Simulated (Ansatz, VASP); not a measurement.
**C in VASP and in Ansatz**

```
C
1.0
     1.22947   -2.12908    0.00000
     1.22947    2.12908    0.00000
     0.00000    0.00000    7.37782
C
4
Direct
  0.97937 0.81273 0.74984
  0.68727 0.52063 0.25016
  0.02063 0.18727 0.25016
  0.31273 0.47937 0.74984
```

Change from the starting cell: mode 1 frozen in at +0.000 Å and mode 5 at -0.256 Å (largest displacements).

Alike in both runs: task single point; functional PBEsol; k mesh 18 × 18 × 6; occupations gaussian, width 0.15 eV; no spin polarisation.

|  | VASP | Ansatz |
| --- | --- | --- |
| version | VASP 6.6.1 | Ansatz 0.2.0 |
| potentials or method | VASP PAW PBE potentials, release 64 (C), cutoff 600 eV | scalar-relativistic, plane waves, PAW |
| valence electrons in the cell | 16 | 16 |

|  | VASP | Ansatz | Ansatz less VASP |
| --- | --- | --- | --- |
| gap on the k mesh at the Fermi level (eV) | none | none | - |
| least direct gap on the mesh (eV) | 0.00 | 0.00 | 0.000 |
| pressure (GPa) | 0.3 | 0.1 | -0.29 |
| traceless stress, the component that is largest in VASP (GPa) | -0.37 | 0.20 | +0.570 |
| rms of the force components (eV/Å) | 0.005 | 0.005 | 0.0000 |

VASP's potentials were made for PBE, not for PBEsol, and Ansatz warns of the same on its side. Atom by atom the forces differ by 0.000 eV/Å (rms over components). A gap of «none» marks a metal or a gap that the smearing closes.

A gap of «none» marks a metal or a gap under the smearing width.
